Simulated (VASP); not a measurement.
# Fe (Fm-3m) in VASP: further runs

Runs on Fe. Level: revPBE. Tasks: single point.

Program: VASP 6.6.1. These are calculated values, not measurements. Logs are shortened: lines on timing, memory, paths and dates and some standing lists are left out, and cuts for length are marked.

**1. The cell of the first run**

It takes space group Fm-3m (No. 225, cubic). Conventional cell: a = 3.811 Å, b = 3.811 Å, c = 3.811 Å, α = 90.00°, β = 90.00°, γ = 90.00°. Fe (site symmetry m-3m) has 12 Fe at 2.69 Å within 3.6 Å.

**2. Single point, revPBE, collinear spin, ferromagnetic start (volume scaled by 1.12)**

Contents of INCAR:

```
SYSTEM = Fe
ALGO = Normal
EDIFF = 1E-7
ENCUT = 520
GGA = RE
ISIF = 2
ISMEAR = -1
ISPIN = 2
LASPH = .True.
LCHARG = .False.
LMAXMIX = 4
LORBIT = 11
LREAL = .False.
LWAVE = .False.
MAGMOM = 2.687
NBANDS = 14
NELM = 150
PREC = Accurate
SIGMA = 0.05
```

Contents of KPOINTS:

```
k-points
0
Gamma
  17 17 17
  0 0 0
```

Contents of POSCAR:

```
Fe
1.0
    0.0000000000      1.9053015230      1.9053015230
    1.9053015230      0.0000000000      1.9053015230
    1.9053015230      1.9053015230      0.0000000000
Fe
1
Direct
    0.0000000000      0.0000000000      0.0000000000
```

Potentials or basis: VASP PAW PBE potentials, release 64 (Fe).

Launch:

```sh
> cat potpaw_PBE.64/Fe/POTCAR > POTCAR
> mpirun -np 1 vasp_std > vasp.out
```

OUTCAR:

```text
SYSTEM = Fe
   EDIFF = 1E-7
   ENCUT = 520
   GGA = RE
   ISIF = 2
   ISMEAR = -1
   ISPIN = 2
   LASPH = .True.
   LORBIT = 11
   LREAL = .False.
   NELM = 150
   PREC = Accurate

 ion  position               nearest neighbor table
   1  0.000  0.000  0.000-

  LATTYP: Found a face centered cubic cell.
 ALAT       =     3.8106030460

  Lattice vectors:

 A1 = (   0.0000000000,   1.9053015230,   1.9053015230)
 A2 = (   1.9053015230,   0.0000000000,   1.9053015230)
 A3 = (   1.9053015230,   1.9053015230,   0.0000000000)

Analysis of symmetry for initial positions (statically):
=====================================================================
 Subroutine PRICEL returns:
 Original cell was already a primitive cell.

 Routine SETGRP: Setting up the symmetry group for a
 face centered cubic supercell.

 Subroutine GETGRP returns: Found 48 space group operations
[... 9 lines left out ...]

 Routine SETGRP: Setting up the symmetry group for a
 face centered cubic supercell.

 Subroutine GETGRP returns: Found 48 space group operations
 (whereof 48 operations were pure point group operations)
 out of a pool of 48 trial point group operations.

The dynamic configuration has the point symmetry O_h .

Analysis of structural, dynamic, and magnetic symmetry:
=====================================================================
 Subroutine PRICEL returns:
 Original cell was already a primitive cell.

 Routine SETGRP: Setting up the symmetry group for a
 face centered cubic supercell.

 Subroutine GETGRP returns: Found 48 space group operations
 (whereof 48 operations were pure point group operations)
 out of a pool of 48 trial point group operations.

The overall configuration has the point symmetry O_h .

 Subroutine INISYM returns: Found 48 space group operations
[... 5 lines left out ...]
                                     Primitive cell

  volume of cell :      13.8332

  direct lattice vectors                    reciprocal lattice vectors
     0.000000000  1.905301523  1.905301523    -0.262425655  0.262425655  0.262425655
     1.905301523  0.000000000  1.905301523     0.262425655 -0.262425655  0.262425655
     1.905301523  1.905301523  0.000000000     0.262425655  0.262425655 -0.262425655

  length of vectors
     2.694503254  2.694503254  2.694503254     0.454534568  0.454534568  0.454534568

  position of ions in fractional coordinates (direct lattice)
     0.000000000  0.000000000  0.000000000

  ion indices of the primitive-cell ions
   primitive index   ion index
                 1           1

[... 107 lines left out ...]

 number of electron       8.0000008 magnetization       2.7372629

 Free energy of the ion-electron system (eV)
  ---------------------------------------------------
  ext. energy  EPLUGINS =         0.00000000
  ---------------------------------------------------
  free energy    TOTEN  =        -7.65625600 eV

  energy without entropy =       -7.64625134  energy(sigma->0) =       -7.65125367

 E-fermi :   4.5363     XC(G=0): -11.9605

 val. band max:        4.5330917885   @ k =   0.4118   0.2941   0.0588
 cond. band min:       4.5381359620   @ k =   0.0000   0.0000   0.0000
 fundamental gap:      0.0050441735
 Fermi energy:         4.5363290345

 spin component 1

 k-point     1 :       0.0000    0.0000    0.0000
  band No.  band energies     occupation
      1      -3.2320      1.00000
      2       1.9874      1.00000
      3       1.9874      1.00000
      4       1.9874      1.00000
      5       2.7120      1.00000
      6       2.7120      1.00000
      7      24.9972      0.00000
      8      28.0601      0.00000
      9      28.0601      0.00000
     10      28.0601      0.00000
     11      30.4524      0.00000
     12      30.4524      0.00000
     13      30.4524      0.00000
     14      33.3849      0.00000
[... 379 lines left out ...]
      3       2.1247      1.00000
      4       2.1282      1.00000
      5       2.5973      1.00000
      6       2.7686      1.00000
      7      21.8753      0.00000
      8      24.0928      0.00000
      9      27.0175      0.00000
     10      28.5454      0.00000
     11      30.4853      0.00000
     12      31.1034      0.00000
     13      33.5755      0.00000
     14      34.3744      0.00000

 [... further k-points ...]

 spin component 2

 k-point     1 :       0.0000    0.0000    0.0000
  band No.  band energies     occupation
      1      -3.0833      1.00000
      2       4.5381      0.49097
      3       4.5382      0.49053
      4       4.5382      0.49051
      5       5.9274      0.00000
      6       5.9275      0.00000
      7      24.4396      0.00000
      8      28.4344      0.00000
      9      28.4344      0.00000
     10      28.4344      0.00000
     11      31.0631      0.00000
     12      31.0631      0.00000
     13      31.0631      0.00000
     14      32.6332      0.00000
[... 379 lines left out ...]
      3       4.7120      0.02894
      4       4.7126      0.02860
      5       5.7597      0.00000
      6       5.9535      0.00000
      7      22.2468      0.00000
      8      24.3322      0.00000
      9      27.1288      0.00000
     10      29.0005      0.00000
     11      30.4484      0.00000
     12      31.5534      0.00000
     13      34.4298      0.00000
     14      34.6317      0.00000

 [... further k-points ...]

------------------------ aborting loop because EDIFF is reached ----------------------------------------

  FORCE on cell =-STRESS in cart. coord.  units (eV):
  Direction    XX          YY          ZZ          XY          YZ          ZX
  --------------------------------------------------------------------------------------
  -------------------------------------------------------------------------------------
  Total       -1.1954835     -1.1954835     -1.1954835      0.0000000      0.0000000      0.0000000
  in kB     -138.4627721   -138.4627721   -138.4627721      0.0000000      0.0000000      0.0000000
  external PRESSURE =    -138.4627721 kB  Pullay stress =       0.0000000 kB

 VOLUME and BASIS-vectors are now :
 -----------------------------------------------------------------------------
  energy-cutoff  :      520.00
  volume of cell :       13.83
      direct lattice vectors                 reciprocal lattice vectors
     0.000000000  1.905301523  1.905301523    -0.262425655  0.262425655  0.262425655
     1.905301523  0.000000000  1.905301523     0.262425655 -0.262425655  0.262425655
     1.905301523  1.905301523  0.000000000     0.262425655  0.262425655 -0.262425655

 POSITION                                       TOTAL-FORCE (eV/Angst)
 -----------------------------------------------------------------------------------
      0.00000      0.00000      0.00000         0.000000      0.000000      0.000000
 -----------------------------------------------------------------------------------
    total drift:                                0.000000      0.000000      0.000000

  FREE ENERGIE OF THE ION-ELECTRON SYSTEM (eV)
  ---------------------------------------------------
  free  energy   TOTEN  =        -7.6562559982 eV

  energy  without entropy=       -7.6462513358  energy(sigma->0) =       -7.65125367

 total charge

# of ion       s       p       d       tot
------------------------------------------
    1        0.422   0.404   6.092   6.918

 magnetization (x)

# of ion       s       p       d       tot
------------------------------------------
    1       -0.015  -0.054   2.836   2.767
```

stdout:

```text
POSCAR found type information on POSCAR Fe
 POSCAR found :  1 types and       1 ions
 scaLAPACK will be used
 -----------------------------------------------------------------------------
|                                                                             |
|                                                                             |
|     You enforced a specific xc type in the INCAR file but a different       |
|     I HOPE YOU KNOW WHAT YOU ARE DOING!                                     |
|                                                                             |
 -----------------------------------------------------------------------------

 LDA part: xc-table for (Slater+PW92), standard interpolation
 POSCAR, INCAR and KPOINTS ok, starting setup
 FFT: planning ... GRIDC
 FFT: planning ... GRID_SOFT
 FFT: planning ... GRID
 WAVECAR not read
 entering main loop
```

Wall time 46 s (1 thread of Intel Xeon Platinum 8488C (Sapphire Rapids), shared host); peak memory 0.16 GiB.

What came out:

```yaml
Free_energy: -7.6563 eV
Pressure: -13.8 GPa
Net_moment: 2.74 μB per cell
Site_moments: Fe +2.77 μB
Valence_electrons_inside_the_program's_atomic_spheres: Fe 6.92
```

Levels at points of the mesh, in eV from the Fermi level:
Spin up:
| k point | band 1 | band 2 | band 3 | band 4 | band 5 | band 6 | band 7 | band 8 | band 9 | band 10 |
| --- | --- | --- | --- | --- | --- | --- | --- | --- | --- | --- |
| (0.00, 0.00, 0.00) | -7.77 | -2.55 | -2.55 | -2.55 | -1.82 | -1.82 | 20.46 | 23.52 | 23.52 | 23.52 |
Spin down:
| k point | band 1 | band 2 | band 3 | band 4 | band 5 | band 6 | band 7 | band 8 |
| --- | --- | --- | --- | --- | --- | --- | --- | --- |
| (0.00, 0.00, 0.00) | -7.62 | 0.00 | 0.00 | 0.00 | 1.39 | 1.39 | 19.90 | 23.90 |

Caveat: the PAW data sets were made with another functional, which shifts forces and pressure a little.

(Continued in part 2 of 2.)
